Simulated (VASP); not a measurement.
Si2W: single point with revPBE

The system is Si2W.

```
Si W
1.0
    -1.63180    1.63180    3.96519
     1.63180   -1.63180    3.96519
     1.63180    1.63180   -3.96519
Si W
2 1
Direct
  0.33514 0.33514 0.00000
  0.66486 0.66486 0.00000
  0.00000 0.00000 0.00000
```

This cell differs from its parent crystal: volume scaled by 1.02.

```json
{
 "Program": "VASP 6.6.1",
 "Task": "single point",
 "Functional": "revPBE",
 "Potentials or basis": "VASP PAW PBE potentials, release 64 (Si, W_sv)",
 "Cutoff": "520 eV",
 "k mesh": "10 × 10 × 10",
 "Occupations": "gaussian, width 0.05 eV",
 "Spin": "no spin polarisation",
 "Dipole correction": "no",
 "Further INCAR settings": "ALGO = Normal; EDIFF = 1e-06; NBANDS = 18"
}
```

The pressure is -4.2 GPa and the band gap on the k mesh is zero (band 11 reaches 12.07 eV, above the bottom of band 12 at 10.87 eV).

Stress tensor (GPa, compression positive):
```
-4.19  0.00  0.00
 0.00 -4.19  0.00
 0.00  0.00 -4.31
```

Levels at points of the mesh, in eV from the Fermi level:
```
           k point  band 7  band 8  band 9  band 10  band 11  band 12  band 13  band 14  band 15  band 16
(0.00, 0.00, 0.00)   -3.73   -3.09   -2.70    -2.70     0.58     2.52     2.92     2.92     3.07     4.43
(0.50, 0.00, 0.00)   -5.53   -4.72   -2.67    -2.58    -0.38     2.55     2.73     3.84     4.14     5.01
(0.50, 0.50, 0.00)   -5.80   -5.46   -4.82    -3.05    -1.76     2.70     2.81     2.95     3.80     4.27
(0.50, 0.50, 0.50)   -3.58   -2.43   -0.83    -0.83    -0.45    -0.45     0.74     4.42     4.48     6.14
```

It took 100 s on 1 thread of Intel(R) Xeon(R) Platinum 8375C CPU @ 2.90GHz (Ice Lake), with other jobs on the host, peak memory 0.24 GiB.

Caveat: the PAW data sets were made with another functional, which shifts forces and pressure a little; spin-orbit coupling is left out, which moves the levels of the heavy elements.
